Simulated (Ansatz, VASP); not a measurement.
**Ru in VASP and in Ansatz**

```
CELL_PARAMETERS angstrom
2.72000 0.00000 0.00000
-1.36000 2.35559 0.00000
0.00000 0.00000 25.74193
ATOMIC_POSITIONS crystal
Ru 0.66667 0.33333 0.29135
Ru 0.33333 0.66667 0.37481
Ru 0.66667 0.33333 0.45827
Ru 0.33333 0.66667 0.54173
Ru 0.66667 0.33333 0.62519
Ru 0.33333 0.66667 0.70865
```

Alike in both runs: task single point; functional PBE; k mesh 15 × 15 × 1; occupations gaussian, width 0.1 eV; no spin polarisation.

|  | VASP | Ansatz |
| --- | --- | --- |
| version | VASP 6.6.1 | Ansatz 0.2.0 |
| potentials or method | VASP PAW PBE potentials, release 64 (Ru_pv), cutoff 520 eV | scalar-relativistic, plane waves, PAW |
| valence electrons in the cell | 84 | 96 |

VASP gave:

```
gap on the k mesh at the Fermi level (eV) : none
rms of the force components (eV/Å)        : 0.364
```

Task: What did Ansatz give for the same quantities?

Result: gap on the k mesh at the Fermi level (eV): none; rms of the force components (eV/Å): 0.365.

Atom by atom the forces differ by 0.002 eV/Å (rms over components). A gap of «none» marks a metal or a gap that the smearing closes. VASP's potentials hold 84 valence electrons a cell and Ansatz's 96, so a difference there can come from the potentials and not from the codes. Ansatz's warnings: xc potential rough in thin density.
